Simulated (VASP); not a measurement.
Write the native input for VASP 6.6.1 that does the following.

- Task: single point
- Functional: LDA
- Potentials or basis: VASP PAW LDA potentials, release 64 (Al, N)
- Cutoff: 520 eV
- k mesh: 10 × 10 × 10
- Occupations: gaussian, width 0.05 eV
- Spin: no spin polarisation
- Dipole correction: no
- Further INCAR settings: ALGO = Normal; EDIFF = 1e-06; NBANDS = 11

The structure of AlN lies in POSCAR:

```
AlN
1.0
    0.0000000000      2.1839935596      2.1839935596
    2.1839935596      0.0000000000      2.1839935596
    2.1839935596      2.1839935596      0.0000000000
Al N
1 1
Direct
    0.0000000000      0.0000000000      0.0000000000
    0.7500000000      0.7500000000      0.7500000000
```

One way to write it, as run:

INCAR

```
ALGO = Normal
EDIFF = 1E-6
ENCUT = 520
GGA = CA
ISIF = 2
ISMEAR = 0
LASPH = T
LCHARG = T
LELF = T
LREAL = F
LVHAR = T
LWAVE = F
NBANDS = 11
NELM = 80
PREC = Accurate
SIGMA = 0.05
```

KPOINTS

```
k-points
0
Gamma
  10 10 10
```

Potentials or basis: VASP PAW LDA potentials, release 64 (Al, N).

The run is started by

```bash
$ cat potpaw_LDA.64/Al/POTCAR potpaw_LDA.64/N/POTCAR > POTCAR
$ mpirun -np 1 vasp_std > vasp.out
```

Results of the run:

```
Pressure               : -3.0 GPa
Band gap on the k mesh : 3.22 eV, indirect (least direct gap 4.23 eV)
```

Run time: 12 s on 1 thread of AMD EPYC 7R43 64-Core Processor (Zen 3), on a shared host, peak memory 0.09 GiB.
